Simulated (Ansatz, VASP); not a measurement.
One calculation of SnSe2, two programs

```xyz
3
Lattice="3.8390 0.0000 0.0000 -1.9195 3.3247 0.0000 0.0000 0.0000 6.0116" Properties=species:S:1:pos:R:3 pbc="T T T"
Sn    0.0000    0.0000   -0.1000
Se    0.0000    2.2165    1.6692
Se    1.9195    1.1082    4.4928
```

Alike in both runs: task single point; functional revPBE; dispersion D3(BJ); k mesh 12 × 12 × 6; occupations gaussian, width 0.03 eV; no spin polarisation.

|  | VASP | Ansatz |
| --- | --- | --- |
| version | VASP 6.6.1 | Ansatz 0.2.0 |
| potentials or method | VASP PAW PBE potentials, release 64 (Sn_d, Se) | scalar-relativistic, plane waves, PAW |
| plane-wave cutoff (eV) | 520 | 420 |
| valence electrons in the cell | 26 | 46 |

```tsv
	VASP	Ansatz	Ansatz less VASP
gap on the k mesh at the Fermi level (eV)	0.28	0.28	+0.006
pressure (GPa)	-0.1	-0.1	-0.06
traceless stress, the component that is largest in VASP (GPa)	-0.99	-0.99	0.000
rms of the force components (eV/Å)	1.030	1.024	-0.0064
```

VASP's potentials were made for PBE, not for revPBE. Atom by atom the forces differ by 0.009 eV/Å (rms over components). VASP's potentials hold 26 valence electrons a cell and Ansatz's 46, so a difference there can come from the potentials and not from the codes.
